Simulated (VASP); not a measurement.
# W8C8F in VASP: further runs

W8C8F is run at these levels: PBE; tasks: single point.

All numbers are computed with VASP 6.6.1; they aren't measurements. Logs are shortened: lines on timing, memory, paths and dates and some standing lists are left out, and cuts for length are marked.

### Step 1. The cell of the first run

The cell holds a slab with vacuum, 17 atoms: a = 5.678 Å, b = 5.678 Å, c = 15.183 Å, α = 90.00°, β = 90.00°, γ = 120.00°.

### Step 2. Single point, PBE

INCAR

```
SYSTEM = W8C8F
PREC = Accurate
ENCUT = 520
EDIFF = 1E-6
ISMEAR = 0
SIGMA = 0.1
LREAL = Auto
LASPH = .True.
NELM = 80
ALGO = Normal
ISIF = 2
LWAVE = .False.
LCHARG = .False.
GGA = PE
NBANDS = 90
```

KPOINTS

```
regular mesh
0
Gamma
  4 4 1
  0 0 0
```

POSCAR

```
W8C8F
1.0
    5.6779000000      0.0000000000      0.0000000000
   -2.8389500000      4.9172060000      0.0000000000
    0.0000000000      0.0000000000     15.1826300000
W C F
8 8 1
Direct
    0.0000000000      0.0000000000      0.0658646756
   -0.0011358304      0.0061085503      0.2567604559
    0.0000000000      0.5000000000      0.0658646756
    0.0000794646      0.5048342494      0.2565057569
    0.5000000000      0.0000000000      0.0658646756
    0.4997676687      0.0081487332      0.2596833355
    0.5000000000      0.5000000000      0.0658646756
    0.5039935287      0.5117060379      0.2530273082
    0.3340277958      0.1686681420      0.1557633295
    0.3272115404      0.2003759859      0.3433204260
    0.3334795336      0.6707294752      0.1539027823
    0.3345328475      0.6725951689      0.3318606197
    0.8311185471      0.1668187178      0.1551515778
    0.8329387578      0.1706151827      0.3341286720
    0.8360324200      0.6689693293      0.1529998426
    0.8292969836      0.6727326453      0.3312306234
    0.3266242804      0.2950016737      0.4254330113
```

Potentials or basis: VASP PAW PBE potentials, release 64 (W_sv, C, F).

The run is started by

```
> cat potpaw_PBE.64/W_sv/POTCAR potpaw_PBE.64/C/POTCAR potpaw_PBE.64/F/POTCAR > POTCAR
> mpirun -np 1 vasp_std > vasp.out
```

OUTCAR:

```text
SYSTEM = W8C8F
   PREC = Accurate
   ENCUT = 520
   EDIFF = 1E-6
   ISMEAR = 0
   LREAL = Auto
   LASPH = .True.
   NELM = 80
   ISIF = 2
   GGA = PE

 ion  position               nearest neighbor table
   1  0.000  0.000  0.066-  15 2.10   9 2.14  13 2.14   5 2.84   5 2.84   3 2.84   3 2.84   7 2.84
                             7 2.84   2 2.90
   2  0.999  0.006  0.257-  16 1.99  14 2.00  10 2.09  13 2.23   9 2.25  15 2.29   8 2.81   4 2.83
                             6 2.84   6 2.84   4 2.85   8 2.87   1 2.90
   3  0.000  0.500  0.066-  15 2.10  11 2.12  13 2.13   7 2.84   7 2.84   5 2.84   1 2.84   1 2.84
                             5 2.84   4 2.89
   4  0.000  0.505  0.257-  12 2.00  16 2.02  14 2.02  15 2.25  11 2.26  13 2.27   2 2.83   6 2.83
                             8 2.84   8 2.84   6 2.85   2 2.85   3 2.89
   5  0.500  0.000  0.066-  11 2.10  13 2.12   9 2.14   1 2.84   1 2.84   3 2.84   7 2.84   7 2.84
                             3 2.84   6 2.94
   6  0.500  0.008  0.260-  12 1.98  14 1.99  10 2.20   9 2.25  13 2.27  11 2.31   4 2.83   8 2.83
                             2 2.84   2 2.84   4 2.85   8 2.85   5 2.94
   7  0.500  0.500  0.066-  15 2.12   9 2.13  11 2.13   3 2.84   3 2.84   1 2.84   5 2.84   5 2.84
                             1 2.84   8 2.84
   8  0.504  0.512  0.253-  16 1.99  12 2.02  10 2.06  11 2.21  15 2.23   9 2.24   2 2.81   6 2.83
                             4 2.84   7 2.84   4 2.84   6 2.85   2 2.87
   9  0.334  0.169  0.156-   7 2.13   1 2.14   5 2.14   8 2.24   6 2.25   2 2.25
  10  0.327  0.200  0.343-  17 1.36   8 2.06   2 2.09   6 2.20
  11  0.333  0.671  0.154-   5 2.10   3 2.12   7 2.13   8 2.21   4 2.26   6 2.31
  12  0.335  0.673  0.332-   6 1.98   4 2.00   8 2.02
  13  0.831  0.167  0.155-   5 2.12   3 2.13   1 2.14   2 2.23   4 2.27   6 2.27
  14  0.833  0.171  0.334-   6 1.99   2 2.00   4 2.02
  15  0.836  0.669  0.153-   1 2.10   3 2.10   7 2.12   8 2.23   4 2.25   2 2.29
  16  0.829  0.673  0.331-   2 1.99   8 1.99   4 2.02
  17  0.327  0.295  0.425-  10 1.36

  LATTYP: Found a hexagonal cell.
 ALAT       =     5.6779000000
 C/A-ratio  =     2.6739868613

  Lattice vectors:

 A1 = (   5.6779000000,   0.0000000000,   0.0000000000)
 A2 = (  -2.8389500000,   4.9172060000,   0.0000000000)
 A3 = (   0.0000000000,   0.0000000000,  15.1826300000)

Analysis of symmetry for initial positions (statically):
=====================================================================
 Subroutine PRICEL returns:
 Original cell was already a primitive cell.

 Routine SETGRP: Setting up the symmetry group for a
 hexagonal supercell.

 Subroutine GETGRP returns: Found  1 space group operations
 (whereof  1 operations were pure point group operations)
 out of a pool of 24 trial point group operations.

The static configuration has the point symmetry C_1 .

Analysis of symmetry for dynamics (positions and initial velocities):
=====================================================================
 Subroutine PRICEL returns:
 Original cell was already a primitive cell.

 Routine SETGRP: Setting up the symmetry group for a
 hexagonal supercell.

 Subroutine GETGRP returns: Found  1 space group operations
 (whereof  1 operations were pure point group operations)
 out of a pool of 24 trial point group operations.

The dynamic configuration has the point symmetry C_1 .

 Subroutine INISYM returns: Found  1 space group operations
 (whereof  1 operations are pure point group operations),
 and found     1 'primitive' translations

----------------------------------------------------------------------------------------

                                     Primitive cell

  volume of cell :     423.8900

  direct lattice vectors                    reciprocal lattice vectors
     5.677900000  0.000000000  0.000000000     0.176121453  0.101683761  0.000000000
    -2.838950000  4.917206000  0.000000000     0.000000000  0.203367522  0.000000000
     0.000000000  0.000000000 15.182630000     0.000000000  0.000000000  0.065864741

  length of vectors
     5.677900000  5.677900312 15.182630000     0.203367533  0.203367522  0.065864741

  position of ions in fractional coordinates (direct lattice)
     0.000000000  0.000000000  0.065864676
     0.998864170  0.006108550  0.256760456
     0.000000000  0.500000000  0.065864676
     0.000079465  0.504834249  0.256505757
     0.500000000  0.000000000  0.065864676
     0.499767669  0.008148733  0.259683336
[... 9 lines left out ...]
     0.829296984  0.672732645  0.331230623
     0.326624280  0.295001674  0.425433011

  ion indices of the primitive-cell ions
   primitive index   ion index
                 1           1
                 2           2
                 3           3
                 4           4
                 5           5
                 6           6
[... 9 lines left out ...]
                16          16
                17          17

----------------------------------------------------------------------------------------

 KPOINTS: regular mesh

Automatic generation of k-mesh.
 Grid dimensions read from file:
 generate k-points for:    4    4    1

 Generating k-lattice:

  Cartesian coordinates                     Fractional coordinates (reciprocal lattice)
     0.044030363  0.025420940  0.000000000     0.250000000  0.000000000  0.000000000
     0.000000000  0.050841881  0.000000000     0.000000000  0.250000000  0.000000000
     0.000000000  0.000000000  0.065864741     0.000000000  0.000000000  1.000000000

  Length of vectors
     0.050841883  0.050841881  0.065864741

  Shift w.r.t. Gamma in fractional coordinates (k-lattice)
     0.000000000  0.000000000  0.000000000

 Subroutine IBZKPT returns following result:
 ===========================================

 Found     10 irreducible k-points:

 Following reciprocal coordinates:
            Coordinates               Weight
  0.000000  0.000000  0.000000      1.000000
  0.250000  0.000000  0.000000      2.000000
  0.000000  0.250000  0.000000      2.000000
 -0.250000  0.250000  0.000000      2.000000
  0.500000  0.000000  0.000000      1.000000
  0.000000  0.500000  0.000000      1.000000
  0.500000  0.500000  0.000000      1.000000
  0.250000  0.250000  0.000000      2.000000
 -0.250000  0.500000  0.000000      2.000000
  0.500000  0.250000  0.000000      2.000000
   k-points           NKPTS =     10   k-points in BZ     NKDIM =     10   number of bands    NBANDS=     90
   number of dos      NEDOS =    301   number of ions     NIONS =     17
   total plane-waves  NPLWV = 211680
   dimension x,y,z NGX =    42 NGY =   42 NGZ =  120
   dimension x,y,z NGXF=    84 NGYF=   84 NGZF=  240
   ions per type =               8   8   1
   NGX,Y,Z   is equivalent  to a cutoff of  12.30, 12.30, 13.14 a.u.
   NGXF,Y,Z  is equivalent  to a cutoff of  24.59, 24.59, 26.28 a.u.
 SYSTEM =  W8C8F
   PREC   = accura    normal or accurate (medium, high low for compatibility)
   ISTART =      0    job   : 0-new  1-cont  2-samecut
   ICHARG =      2    charge: 1-file 2-atom 10-const
   ISPIN  =      1    spin polarized calculation?
   LNONCOLLINEAR =      F non collinear calculations
   LSORBIT =      F    spin-orbit coupling
   LASPH  =      T    aspherical Exc in radial PAW
   ENCUT  =  520.0 eV  38.22 Ry    6.18 a.u.  10.56 10.56 28.23*2*pi/ulx,y,z
   NELM   =     80;   NELMIN=  2; NELMDL= -5     # of ELM steps
   EDIFF  = 0.1E-05   stopping-criterion for ELM
   LREAL  =      T    real-space projection
   EDIFFG = 0.1E-04   stopping-criterion for IOM
   NSW    =      0    number of steps for IOM
   IBRION =     -1    ionic relax: 0-MD 1-quasi-New 2-CG
   NFREE  =      0    steps in history (QN), initial steepest desc. (CG)
   ISIF   =      2    stress and relaxation
   ISYM   =      2    0-nonsym 1-usesym 2-fastsym
   POTIM  = 0.5000    time-step for ionic-motion
   TEBEG  =    0.0;   TEEND  =   0.0 temperature during run
   PSTRESS=    0.0 pullay stress
   NELECT =     151.0000    total number of electrons
   NUPDOWN=      -1.0000    fix difference up-down
   EMIN   =  10.00;   EMAX   =-10.00  energy-range for DOS
   EFERMI =   0.00;   METHOD = LEGACY
   ISMEAR =     0;   SIGMA  =   0.10  broadening in eV -4-tet -1-fermi 0-gaus
   EFERMI_NEDOS =   21; number of points for ismear=-14 and -15
   IALGO  =     38    algorithm
   IMIX   =      4    mixing-type and parameters
     AMIX     =   0.40;   BMIX     =  1.00
     AMIX_MAG =   1.60;   BMIX_MAG =  1.00
  volume/ion in A,a.u.               =      24.93       168.27
  Fermi-wavevector in a.u.,A,eV,Ry     =   1.160511  2.193049 18.324147  1.346787
  Thomas-Fermi vector in A             =   2.297093
   LORBIT       =      0    0 simple, 1 ext, 2 COOP (PROOUT), +10 PAW based schemes
   GGA     = PE    functional components
   LHFCALC =     F    Hartree Fock is set to
   AEXX    =    0.0000 exact exchange contribution
   IVDW    =     0    specifies the selected vdW correction
   LEPSILON=     F    determine dielectric tensor
   LRPA    =     F    only Hartree local field effects (RPA)
 non-spin polarized calculation
 Gauss-broadening in eV      SIGMA  =   0.10
  energy-cutoff  :      520.00
  volume of cell :      423.89
 maximum number of plane-waves:     11469
   NGX = 21   NGY = 21   NGZ = 57

 number of electron     151.0000011 magnetization

 Free energy of the ion-electron system (eV)
  ---------------------------------------------------
  ext. energy  EPLUGINS =         0.00000000
  ---------------------------------------------------
  free energy    TOTEN  =      -166.08926572 eV

  energy without entropy =     -166.04320677  energy(sigma->0) =     -166.06623624

 E-fermi :   1.0477     XC(G=0):  -6.8145

 val. band max:        1.0306348545   @ k =  -0.2500   0.2500   0.0000
 cond. band min:       1.0526557802   @ k =   0.0000   0.2500   0.0000
 fundamental gap:      0.0220209257
 Fermi energy:         1.0477143567

 k-point     1 :       0.0000    0.0000    0.0000
  band No.  band energies     occupation
      1     -72.7206      2.00000
      2     -72.6674      2.00000
      3     -72.6538      2.00000
      4     -72.6388      2.00000
      5     -72.6314      2.00000
      6     -72.6130      2.00000
[... 889 lines left out ...]
     86       3.6866      0.00000
     87       3.7523      0.00000
 [bands above 87 left out]

------------------------ aborting loop because EDIFF is reached ----------------------------------------

  FORCE on cell =-STRESS in cart. coord.  units (eV):
  Direction    XX          YY          ZZ          XY          YZ          ZX
  --------------------------------------------------------------------------------------
  -------------------------------------------------------------------------------------
  Total       23.8888347     25.9181098      1.8343384      0.9496274     -4.7630338      2.7658387
  in kB       90.2926493     97.9627025      6.9332506      3.5893074    -18.0028430     10.4540428
  external PRESSURE =      65.0628675 kB  Pullay stress =       0.0000000 kB

 VOLUME and BASIS-vectors are now :
 -----------------------------------------------------------------------------
  energy-cutoff  :      520.00
  volume of cell :      423.89
      direct lattice vectors                 reciprocal lattice vectors
     5.677900000  0.000000000  0.000000000     0.176121453  0.101683761  0.000000000
    -2.838950000  4.917206000  0.000000000     0.000000000  0.203367522  0.000000000
     0.000000000  0.000000000 15.182630000     0.000000000  0.000000000  0.065864741

 POSITION                                       TOTAL-FORCE (eV/Angst)
 -----------------------------------------------------------------------------------
      0.00000      0.00000      1.00000        -0.026659      0.237315      0.037052
      5.65411      0.03004      3.89830        -0.042118      0.080493     -0.031442
     -1.41948      2.45860      1.00000         0.010051      0.000448     -0.193865
     -1.43275      2.48237      3.89443        -0.055330      0.082478     -0.014877
      2.83895      0.00000      1.00000        -0.147961      0.231993      0.203329
      2.81450      0.04007      3.94268        -0.087741      0.128296     -0.148306
[... 9 lines left out ...]
      2.79881      3.30796      5.02895        -0.042805      0.130482      0.158660
      1.01705      1.45058      6.45919         0.786521     -1.363595      0.461907
 -----------------------------------------------------------------------------------
    total drift:                               -0.008671      0.004388     -0.005968

  FREE ENERGIE OF THE ION-ELECTRON SYSTEM (eV)
  ---------------------------------------------------
  free  energy   TOTEN  =      -166.0892657218 eV

  energy  without entropy=     -166.0432067677  energy(sigma->0) =     -166.06623624
```

Run time: 18 min. Hardware: 1 thread of Intel Xeon Platinum 8488C (Sapphire Rapids), shared host; peak memory 0.61 GiB.

What came out:

* Free energy: -166.0893 eV
* Largest force: 1.641 eV/Å
* Band gap on the k mesh: zero (an odd number of electrons rules out a gap without spin polarisation)

Forces in eV/Å, atoms in the order of the input:
```
W   -0.027  0.237  0.037
W   -0.042  0.080 -0.031
W    0.010  0.000 -0.194
W   -0.055  0.082 -0.015
W   -0.148  0.232  0.203
W   -0.088  0.128 -0.148
W   -0.082  0.042 -0.355
W   -0.106  0.091  0.044
C   -0.038  0.049  0.026
C    0.073 -0.129 -0.232
C   -0.032  0.022 -0.029
C   -0.076  0.309  0.021
C   -0.004  0.034 -0.027
C   -0.098  0.049  0.050
C   -0.030  0.007  0.031
C   -0.043  0.130  0.159
F    0.787 -1.364  0.462
```

Levels at points of the mesh, in eV from the Fermi level:
| k point | band 73 | band 74 | band 75 | band 76 | band 77 | band 78 | band 79 | band 80 |
| --- | --- | --- | --- | --- | --- | --- | --- | --- |
| (0.00, 0.00, 0.00) | 0.46 | 0.55 | 0.63 | 0.65 | 0.65 | 1.02 | 1.37 | 1.65 |
| (0.50, 0.00, 0.00) | -1.08 | -0.86 | -0.46 | -0.35 | 0.09 | 0.71 | 1.30 | 1.47 |
| (0.00, 0.50, 0.00) | -1.08 | -0.73 | -0.48 | -0.24 | -0.03 | 0.52 | 1.26 | 1.43 |
| (0.50, 0.50, 0.00) | -1.05 | -0.89 | -0.43 | -0.41 | -0.11 | 0.87 | 1.33 | 1.52 |

Caveat: there is no dipole correction, which matters where the two faces differ; spin-orbit coupling is left out, which moves the levels of the heavy elements; an odd number of electrons without spin polarisation forces a metal; a magnetic or distorted state may lie lower.

### Step 3. Single point, PBE

INCAR

```
PREC = Accurate
ENCUT = 520
EDIFF = 1E-7
ISMEAR = 0
SIGMA = 0.1
LREAL = Auto
LASPH = True
NELM = 60
ALGO = Normal
ISIF = 2
LWAVE = False
LCHARG = False
GGA = PE
NBANDS = 90
```

KPOINTS

```
Automatic mesh
0
Gamma
  4 4 1
```

POSCAR

```
W8C8F
1.0
    5.6779000000      0.0000000000      0.0000000000
   -2.8389500000      4.9172060000      0.0000000000
    0.0000000000      0.0000000000     15.1826300000
W C F
8 8 1
Direct
    0.0000000000      0.0000000000      0.0658646756
   -0.0002003846      0.0032805215      0.2568430502
    0.0000000000      0.5000000000      0.0658646756
    0.0000125624      0.5004675419      0.2561219631
    0.5000000000      0.0000000000      0.0658646756
    0.4995036375      0.0030267188      0.2616252915
    0.5000000000      0.5000000000      0.0658646756
    0.5052026899      0.5061742380      0.2517695551
    0.3344036940      0.1660884250      0.1553477230
    0.3268665081      0.2008057014      0.3425562633
    0.3341478614      0.6698899741      0.1543790503
    0.3301312529      0.6576132869      0.3330733213
    0.8302790339      0.1651618826      0.1556786933
    0.8358096047      0.1682880481      0.3347815234
    0.8371668177      0.6686748532      0.1525046056
    0.8273613876      0.6663210775      0.3304226606
    0.3260339300      0.3649208514      0.4235228020
```

Potentials or basis: VASP PAW PBE potentials, release 64 (W_sv, C, F).

The run is started by

```
> cat potpaw_PBE.64/W_sv/POTCAR potpaw_PBE.64/C/POTCAR potpaw_PBE.64/F/POTCAR > POTCAR
> mpirun -np 1 vasp_std > vasp.out
```

Wall time 18 min (1 thread of Intel Xeon Platinum 8488C (Sapphire Rapids), shared host); peak memory 0.61 GiB.

It converged, with:

- Free energy: -165.0017 eV
- Largest force: 2.978 eV/Å
- Band gap on the k mesh: zero (an odd number of electrons rules out a gap without spin polarisation)

Forces on the atoms (eV/Å):
```
W   -0.013  0.200  0.031
W   -0.044  0.104  0.063
W    0.088 -0.087 -0.152
W   -0.055  0.116 -0.071
W   -0.057  0.107  0.341
W   -0.141  0.176 -0.066
W   -0.059 -0.018 -0.424
W   -0.118  0.187  0.002
C   -0.030  0.056  0.091
C   -0.508  0.684  0.916
C   -0.037  0.032 -0.077
C   -0.396  0.851 -0.545
C    0.007  0.004 -0.011
C   -0.055 -0.008  0.052
C   -0.009  0.002  0.012
C   -0.052  0.162  0.131
F    1.478 -2.569 -0.294
```

Levels at points of the mesh, in eV from the Fermi level:
```
           k point  band 73  band 74  band 75  band 76  band 77  band 78  band 79  band 80
(0.00, 0.00, 0.00)     0.44     0.51     0.62     0.65     0.65     1.01     1.32     1.76
(0.50, 0.00, 0.00)    -1.07    -0.91    -0.46    -0.35     0.12     0.67     1.29     1.46
(0.00, 0.50, 0.00)    -1.07    -0.72    -0.44    -0.20     0.04     0.31     1.20     1.40
(0.50, 0.50, 0.00)    -0.98    -0.85    -0.46    -0.36    -0.23     0.84     1.27     1.51
```

Caveat: there is no dipole correction, which matters where the two faces differ; spin-orbit coupling is left out, which moves the levels of the heavy elements; an odd number of electrons without spin polarisation forces a metal; a magnetic or distorted state may lie lower.

The gap in the log of VASP goes by the Fermi energy; the results here count the filled bands.